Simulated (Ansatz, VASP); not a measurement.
## N: VASP beside Ansatz

```
N
1.0
     3.65491    0.00000    0.00000
    -1.82745    3.16524    0.00000
     0.00000    0.00000    7.69523
N
4
Direct
  0.33333 0.66667 0.32105
  0.33333 0.66667 0.17895
  0.66667 0.33333 0.82105
  0.66667 0.33333 0.67895
```

Alike in both runs: functional r2SCAN; dispersion D3(BJ); k mesh 6 × 6 × 4; occupations gaussian, width 0.02 eV; no spin polarisation.

Ansatz relaxed the structure, and its values are those at the end. VASP's run is a single point on that final structure, the one shown.

|  | VASP | Ansatz |
| --- | --- | --- |
| version | VASP 6.6.1 | Ansatz 0.2.0 |
| potentials or method | VASP PAW PBE potentials, release 64 (N), cutoff 660 eV | scalar-relativistic, plane waves, PAW |
| valence electrons in the cell | 20 | 20 |

```csv
,VASP,Ansatz,Ansatz less VASP
gap on the k mesh at the Fermi level (eV),7.81,7.85,+0.033
least direct gap on the mesh (eV),7.87,7.90,+0.033
pressure (GPa),2.6,0.0,-2.64
rms of the force components (eV/Å),1.223,0.000,-1.2223
```

VASP's potentials were made for PBE, not for r2SCAN. Ansatz's warnings: dispersion damping borrowed.

Noted on VASP's run: the standard files for N, O and F lose accuracy on very short bonds.
